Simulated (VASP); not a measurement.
Runs of VASP 6.6.1 on Bi. The structure is that of space group Im-3m (No. 229), or close to it. The cells are those of the table. This isn't the form of Bi at room conditions, which is rhombohedral.

```csv
task,level,potentials or basis,cell,k mesh,cutoff (eV),smearing,grid for exact exchange (PRECFOCK),share of exact exchange,gap on the mesh (eV),pressure (GPa)
single point,PBE0,"VASP PAW PBE potentials, release 64 (Bi_d)","a = 3.389 Å, angles 109.5°, 1 atom",5 × 5 × 5,520,fermi-dirac 0.05 eV,Normal,0.25,none,-0.2
single point,B3LYP5,"VASP PAW PBE potentials, release 64 (Bi_d)","a = 3.432 Å, angles 109.5°, 1 atom",5 × 5 × 5,520,fermi-dirac 0.05 eV,Normal,0.2,none,(a)
single point,LDA,"VASP PAW LDA potentials, release 64 (Bi_d)","a = 3.319, b = 3.412, c = 3.411 Å, angles 110.0, 109.0, 108.9°, 1 atom",7 × 7 × 7,520,fermi-dirac 0.025 eV,-,-,none,0.1
single point,B3LYP5,"VASP PAW PBE potentials, release 64 (Bi_d)","a = 3.386 Å, angles 109.5°, 1 atom",5 × 5 × 5,520,fermi-dirac 0.05 eV,Normal,0.2,none,4.7
relaxation of cell and atoms,LDA,"VASP PAW LDA potentials, release 64 (Bi_d)","relaxed from a = 3.383, b = 3.491, c = 3.443 Å, angles 110.3, 108.2, 110.4°, 1 atom",7 × 7 × 7,600,fermi-dirac 0.025 eV,-,-,none,0.0
```

Alike in all rows: no spin polarisation.

Problem. Fill in the values left out.

Solution. (a) 2.0.

Caveats: some runs use coarse meshes; spin-orbit coupling is left out, which moves the levels of the heavy elements; the PAW data sets were made with another functional, which shifts forces and pressure a little (at least some runs).

A k mesh can miss the band edges, and the runs leave out spin-orbit coupling on Bi.

A gap of «none» marks levels without a gap at the run's occupations.
